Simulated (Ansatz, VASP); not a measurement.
One calculation of YSb, two programs

```
Y Sb
1.0
     0.00000    3.08530    3.08530
     3.08530    0.00000    3.08530
     3.08530    3.08530    0.00000
Y Sb
1 1
Direct
  0.00000 0.00000 0.00000
  0.25000 0.25000 0.25000
```

Change from the starting cell: volume scaled by 0.75, LAPW.

Alike in both runs: task single point; functional LDA; k mesh 12 × 12 × 12; occupations fermi-dirac, width 0.1 eV; no spin polarisation.

|  | VASP | Ansatz |
| --- | --- | --- |
| version | VASP 6.6.1 | Ansatz 0.2.0 |
| potentials or method | VASP PAW LDA potentials, release 64 (Y_sv, Sb), cutoff 520 eV | all-electron LAPW, scalar-relativistic |

```csv
,VASP,Ansatz,Ansatz less VASP
pressure (GPa),21.3,21.2,-0.06
```

LDA's correlation is that of Perdew and Zunger in VASP and of Perdew and Wang (1992) in Ansatz. Ansatz ran all-electron here, and VASP with PAW potentials.

Spin-orbit coupling is off throughout.
